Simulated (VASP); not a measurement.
SnPb3S4: single point with PBE

Crystal: SnPb3S4.

```
Sn Pb S
1.0
     4.22224   -5.97146    0.00000
     4.22224    5.97146    0.00000
     0.00000    0.00000    4.22276
Sn Pb S
1 3 4
Direct
  0.50000 0.50000 0.50000
  0.00000 0.50000 0.00000
  0.50000 0.00000 0.00000
  0.00000 0.00000 0.50000
  0.25534 0.25534 0.00000
  0.74466 0.74466 0.00000
  0.25272 0.74728 0.50000
  0.74728 0.25272 0.50000
```

| Quantity | Value |
| --- | --- |
| Program | VASP 6.6.1 |
| Task | single point |
| Functional | PBE |
| Potentials or basis | VASP PAW PBE potentials, release 64 (Sn_d, Pb_d, S) |
| Cutoff | 500 eV |
| k mesh | 6 × 6 × 10 |
| Occupations | gaussian, width 0.1 eV |
| Spin | no spin polarisation |

* Pressure: -0.1 GPa
* Band gap on the k mesh: 0.04 eV

Levels at points of the mesh, in eV from the valence-band top:
| k point | band 37 | band 38 | band 39 | band 40 | band 41 | band 42 | band 43 | band 44 |
| --- | --- | --- | --- | --- | --- | --- | --- | --- |
| (0.00, 0.00, 0.00) | -2.03 | -2.03 | -0.37 | -0.02 | 0.05 | 0.07 | 1.53 | 1.58 |
| (0.50, 0.00, 0.00) | -2.25 | -2.25 | -1.44 | -1.33 | 1.90 | 2.17 | 2.47 | 2.49 |
| (0.50, 0.50, 0.00) | -1.99 | -1.97 | -1.11 | -0.83 | 1.04 | 1.14 | 1.97 | 1.97 |
| (0.00, 0.00, 0.50) | -1.42 | -1.31 | -1.11 | -0.72 | 1.03 | 1.15 | 1.72 | 1.89 |
| (0.50, 0.00, 0.50) | -2.59 | -2.55 | -2.42 | -2.04 | 2.39 | 2.48 | 2.52 | 2.53 |
| (0.50, 0.50, 0.50) | -2.03 | -2.03 | -0.38 | 0.00 | 0.04 | 0.08 | 1.53 | 1.58 |

Wall time 12 min on 1 thread of Oxide Virtual Turin-like Processor (shared host), peak memory 0.7 GiB.

Caveat: spin-orbit coupling is left out, which moves the levels of the heavy elements. A k mesh can miss the band edges.
